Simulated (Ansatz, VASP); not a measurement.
**K3AlO2 in VASP and in Ansatz**

```
K Al O
1.0
     4.68360    0.00000    0.00000
    -2.34180    4.05612    0.00000
     0.00000    0.00000    6.75994
K Al O
3 1 2
Direct
  0.00000 0.00000 0.50000
  0.33333 0.66667 0.00000
  0.33333 0.66667 0.50000
  0.00000 0.00000 0.00000
  0.66667 0.33333 0.25204
  0.66667 0.33333 0.74796
```

Change from the starting cell: species swapped into the Ce2CoSi3 type (P-6m2, No. 187).

Alike in both runs: functional PBE; k mesh 6 × 6 × 4; occupations gaussian, width 0.1 eV; no spin polarisation.

Ansatz relaxed the structure, and its values are those at the end. VASP's run is a single point on that final structure, the one shown.

```csv
,VASP,Ansatz
version,VASP 6.6.1,Ansatz 0.2.0
potentials or method,"VASP PAW PBE potentials, release 64 (K_sv, Al, O), cutoff 600 eV","scalar-relativistic, plane waves, PAW"
valence electrons in the cell,42,42
```

|  | VASP | Ansatz | Ansatz less VASP |
| --- | --- | --- | --- |
| gap on the k mesh at the Fermi level (eV) | 0.31 | 0.31 | +0.002 |
| least direct gap on the mesh (eV) | 0.48 | 0.48 | +0.002 |
| pressure (GPa) | 0.1 | 0.0 | -0.11 |
| rms of the force components (eV/Å) | 0.007 | 0.008 | +0.0008 |
